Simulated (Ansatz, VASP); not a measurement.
## One calculation of Zr, two programs

```
Zr
1.0
     3.29539    0.00000    0.00000
    -1.64769    2.85389    0.00000
     0.00000    0.00000    5.24795
Zr
2
Direct
  0.33333 0.66667 0.25000
  0.66667 0.33333 0.75000
```

Change from the starting cell: volume scaled by 1.06.

Alike in both runs: task single point; functional LDA; k mesh 13 × 13 × 7; occupations fermi-dirac, width 0.03 eV; no spin polarisation.

|  | VASP | Ansatz |
| --- | --- | --- |
| version | VASP 6.6.1 | Ansatz 0.2.0 |
| potentials or method | VASP PAW LDA potentials, release 64 (Zr_sv), cutoff 520 eV | all-electron LAPW, scalar-relativistic |

```csv
,VASP,Ansatz,Ansatz less VASP
pressure (GPa),-10.4,-10.5,-0.06
"traceless stress, the component that is largest in VASP (GPa)",0.31,0.29,-0.017
```

LDA's correlation is that of Perdew and Zunger in VASP and of Perdew and Wang (1992) in Ansatz. Ansatz ran all-electron here, and VASP with PAW potentials.
